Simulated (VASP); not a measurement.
CdS:

```
Cd S
1.0
    11.64898    0.00000    0.00000
     0.00000   11.64898    0.00000
     0.00000    0.00000   11.64898
Cd S
32 32
Direct
  0.00000 0.00000 0.00000
  0.00000 0.00000 0.50000
  0.00000 0.50000 0.00000
  0.00000 0.50000 0.50000
  0.50000 0.00000 0.00000
  0.50000 0.00000 0.50000
  0.50000 0.50000 0.00000
  0.50000 0.50000 0.50000
  0.25000 0.25000 0.00000
  0.25000 0.25000 0.50000
  0.25000 0.75000 0.00000
  0.25000 0.75000 0.50000
  0.75000 0.25000 0.00000
  0.75000 0.25000 0.50000
  0.75000 0.75000 0.00000
  0.75000 0.75000 0.50000
  0.25000 0.00000 0.25000
  0.25000 0.00000 0.75000
  0.25000 0.50000 0.25000
  0.25000 0.50000 0.75000
  0.75000 0.00000 0.25000
  0.75000 0.00000 0.75000
  0.75000 0.50000 0.25000
  0.75000 0.50000 0.75000
  0.00000 0.25000 0.25000
  0.00000 0.25000 0.75000
  0.00000 0.75000 0.25000
  0.00000 0.75000 0.75000
  0.50000 0.25000 0.25000
  0.50000 0.25000 0.75000
  0.50000 0.75000 0.25000
  0.50000 0.75000 0.75000
  0.12500 0.12500 0.12500
  0.12500 0.12500 0.62500
  0.12500 0.62500 0.12500
  0.12500 0.62500 0.62500
  0.62500 0.12500 0.12500
  0.62500 0.12500 0.62500
  0.62500 0.62500 0.12500
  0.62500 0.62500 0.62500
  0.37500 0.37500 0.12500
  0.37500 0.37500 0.62500
  0.37500 0.87500 0.12500
  0.37500 0.87500 0.62500
  0.87500 0.37500 0.12500
  0.87500 0.37500 0.62500
  0.87500 0.87500 0.12500
  0.87500 0.87500 0.62500
  0.37500 0.12500 0.37500
  0.37500 0.12500 0.87500
  0.37500 0.62500 0.37500
  0.37500 0.62500 0.87500
  0.87500 0.12500 0.37500
  0.87500 0.12500 0.87500
  0.87500 0.62500 0.37500
  0.87500 0.62500 0.87500
  0.12500 0.37500 0.37500
  0.12500 0.37500 0.87500
  0.12500 0.87500 0.37500
  0.12500 0.87500 0.87500
  0.62500 0.37500 0.37500
  0.62500 0.37500 0.87500
  0.62500 0.87500 0.37500
  0.62500 0.87500 0.87500
```

Base run:

```yaml
Program: VASP 6.6.1
Functional: r2SCAN
Potentials_or_basis: VASP PAW PBE potentials, release 64 (Cd, S)
Cutoff: 520 eV
k_mesh: 1 × 1 × 1, shifted
Occupations: fermi-dirac, width 0.05 eV
Spin: no spin polarisation
```

Its results: band gap on the k mesh 2.53 eV; pressure 2.1 GPa.

The run is repeated on the same cell with these changes: functional from r2SCAN to PBEsol. What comes out?

Band gap on the k mesh 2.01 eV; pressure 0.4 GPa.

Caveats: the PAW data sets were made with another functional, which shifts forces and pressure a little; a shifted mesh leaves out Γ, where band edges can lie.

A k mesh can miss the band edges.
